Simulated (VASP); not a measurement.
Ni3Ge, 4 atoms in the cell. The structure is cubic, space group Pm-3m (No. 221). Conventional cell: a = 3.530 Å, b = 3.530 Å, c = 3.530 Å, α = 90.00°, β = 90.00°, γ = 90.00°. Within 3.3 Å of Ni (site symmetry 4/mmm) lie 8 Ni at 2.50 Å and 4 Ge at 2.50 Å. Ge (site symmetry m-3m) has 12 Ni at 2.50 Å within 3.3 Å. 

* Program: VASP 6.6.1
* Task: single point
* Functional: r2SCAN
* Potentials or basis: VASP PAW PBE potentials, release 64 (Ni, Ge_d)
* Cutoff: 520 eV
* k mesh: 16 × 16 × 16
* Occupations: gaussian, width 0.1 eV
* Spin: no spin polarisation
* Dipole correction: no
* Further INCAR settings: ALGO = Normal; EDIFF = 1e-06; NBANDS = 30

Potentials or basis: VASP PAW PBE potentials, release 64 (Ni, Ge_d).

Launch:

```bash
$ cat potpaw_PBE.64/Ni/POTCAR potpaw_PBE.64/Ge_d/POTCAR > POTCAR
$ cp INCAR.step1 INCAR
$ mpirun -np 1 vasp_std > vasp.out
$ cp INCAR.step2 INCAR
$ mpirun -np 1 vasp_std > vasp.out
```

Hardware: 1 thread of Intel(R) Xeon(R) 6975P-C (Granite Rapids), with other jobs on the host.

Question: How long does it take, and how much memory?

Answer: It took 4.8 min on 1 thread of Intel(R) Xeon(R) 6975P-C (Granite Rapids) (shared host), peak memory 0.31 GiB. Counts: k points 165.
